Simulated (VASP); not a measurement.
Wanted: the native input for a VASP 6.6.1 run.

* Task: electric field gradients
* Functional: PBE
* Potentials or basis: VASP PAW PBE potentials, release 64 (W_sv, S)
* Cutoff: 520 eV
* k mesh: 13 × 13 × 13
* Occupations: fermi-dirac, width 0.08 eV
* Spin: no spin polarisation
* Dipole correction: no
* Further INCAR settings: ALGO = Normal; EDIFF = 1e-08; NBANDS = 20

The structure of WS2 lies in POSCAR:

```
WS2
1.0
    1.6263703958      0.9389853858      6.1633300000
   -1.6263703958      0.9389853858      6.1633300000
    0.0000000000     -1.8779707716      6.1633300000
W S
1 2
Direct
    0.0000000000      0.0000000000      0.0000000000
    0.7503000000      0.7503000000      0.7503000000
    0.5810000000      0.5810000000      0.5810000000
```

This cell differs from its parent crystal: equal xx and yy strain of +3 %.

The input as run:

INCAR

```
ALGO = Normal
EDIFF = 1E-8
ENCUT = 520
GGA = PE
ISIF = 2
ISMEAR = -1
LASPH = T
LCHARG = F
LEFG = T
LREAL = F
LWAVE = F
NBANDS = 20
NELM = 60
PREC = Accurate
SIGMA = 0.08
```

KPOINTS

```
k-points
0
Gamma
  13 13 13
```

Potentials or basis: VASP PAW PBE potentials, release 64 (W_sv, S).

Run with:

```sh
$ cat potpaw_PBE.64/W_sv/POTCAR potpaw_PBE.64/S/POTCAR > POTCAR
$ mpirun -np 1 vasp_std > vasp.out
```

It gave:

```yaml
Pressure: -4.4 GPa
Largest_force: 0.681 eV/Å
Band_gap_on_the_k_mesh: 0.96 eV (least direct gap 1.79 eV)
Largest_electric_field_gradient_by_atom: W -153.9; S -50.6, -43.4 V/Å²
```

Caveat: the cell differs from its parent crystal (equal xx and yy strain of +3 %); the cell stands under tension; without QUAD_EFG the Cq values of the log hold for a quadrupole moment of 1 mb, not for the nuclei; spin-orbit coupling is left out, which moves the levels of the heavy elements; an odd mesh through Γ misses points on the zone boundary, where band edges can lie.

Run time: 12 min on 1 thread of Intel Xeon 8259CL, with other jobs on the host, peak memory 0.48 GiB.
